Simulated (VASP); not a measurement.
Wanted: the native input for a VASP 6.6.1 run.

| Quantity | Value |
| --- | --- |
| Task | single point |
| Functional | LDA |
| Potentials or basis | VASP PAW LDA potentials, release 64 (Mn_pv, Si) |
| Cutoff | 520 eV |
| k mesh | 10 × 10 × 10 |
| Occupations | fermi-dirac, width 0.05 eV |
| Spin | no spin polarisation |
| Dipole correction | no |
| Further INCAR settings | ALGO = Normal; EDIFF = 1e-06; NBANDS = 30 |

The structure of Mn3Si lies in POSCAR:

```
Mn3Si
1.0
    0.0000000000      2.8986490543      2.8986490543
    2.8986490543      0.0000000000      2.8986490543
    2.8986490543      2.8986490543      0.0000000000
Mn Si
3 1
Direct
    0.5000000000      0.5000000000      0.5000000000
    0.2500000000      0.2500000000      0.2500000000
    0.7500000000      0.7500000000      0.7500000000
    0.0000000000      0.0000000000      0.0000000000
```

These files were run (other wordings do the same):

INCAR

```
SYSTEM = Mn3Si
ALGO = Normal
EDIFF = 1E-6
ENCUT = 520
GGA = CA
ISIF = 2
ISMEAR = -1
LASPH = .True.
LCHARG = .False.
LREAL = .False.
LWAVE = .False.
NBANDS = 30
NELM = 80
PREC = Accurate
SIGMA = 0.05
```

KPOINTS

```
k-points
0
Gamma
  10 10 10
  0 0 0
```

Potentials or basis: VASP PAW LDA potentials, release 64 (Mn_pv, Si).

Run with:

```sh
$ cat potpaw_LDA.64/Mn_pv/POTCAR potpaw_LDA.64/Si/POTCAR > POTCAR
$ mpirun -np 1 vasp_std > vasp.out
```

Results of the run:

```json
{"Pressure": "-35.9 GPa", "Band gap on the k mesh": "zero (an odd number of electrons rules out a gap without spin polarisation)"}
```

Caveat: the cell stands under tension; the run has no spin polarisation, though such a crystal can be magnetic.

Run time: 51 s on 1 thread of Intel(R) Xeon(R) Platinum 8488C (Sapphire Rapids) (shared host), peak memory 0.18 GiB.
